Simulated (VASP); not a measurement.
A run of VASP 6.6.1 is set up as follows.

Contents of INCAR:

```
SYSTEM = GaN
  PREC = Accurate
  ENCUT = 600
  EDIFF = 1E-6
  ISMEAR = 0
  SIGMA = 0.01
  LREAL = .FALSE.
  LASPH = .TRUE.
  NELM = 100
  ALGO = Normal
  ISIF = 3
  LWAVE = .FALSE.
  LCHARG = .FALSE.
  GGA = CA
  IBRION = 2
  NSW = 80
  EDIFFG = -0.001
  PSTRESS = 250.0
```

The input KPOINTS:

```
Automatic mesh
0
G
  10 10 10
  0 0 0
```

File POSCAR:

```
GaN
1.0
    0.0000000000      2.2277008246      2.2277008246
    2.2277008246      0.0000000000      2.2277008246
    2.2277008246      2.2277008246      0.0000000000
Ga N
1 1
Direct
    0.0000000000      0.0000000000      0.0000000000
    0.7500000000      0.7500000000      0.7500000000
```

Potentials or basis: VASP PAW LDA potentials, release 64 (Ga_d, N).

The run is started by

```sh
$ cat potpaw_LDA.64/Ga_d/POTCAR potpaw_LDA.64/N/POTCAR > POTCAR
$ mpirun -np 1 vasp_std > vasp.out
```

Q: Predict the band gap on the k mesh.

A: 2.59 eV, direct.

Q: What does it give for the relaxed cell?

A: a = 3.052 Å, b = 3.052 Å, c = 3.052 Å, α = 60.00°, β = 60.00°, γ = 60.00°.

Step by step:
| step | energy change (eV) | largest force (eV/Å) | pressure (GPa) | volume (Å³) |
| --- | --- | --- | --- | --- |
| 1 | 0.0000 | 0.0000 | 1.00 | 22.11 |
| 2 | 1.1062 | 0.0000 | 88.91 | 17.22 |
| 3 | 0.1373 | 0.0000 | 23.93 | 20.19 |
| 4 | 0.1464 | 0.0000 | 24.70 | 20.13 |
| 5 | 0.1524 | 0.0000 | 25.25 | 20.09 |
| 6 | 0.1462 | 0.0000 | 24.51 | 20.13 |
| 7 | 0.1503 | 0.0000 | 25.02 | 20.11 |
| 8 | 0.1501 | 0.0000 | 25.01 | 20.11 |

Caveat: the cell is relaxed towards a set pressure, so the enthalpy falls and the energy may rise.
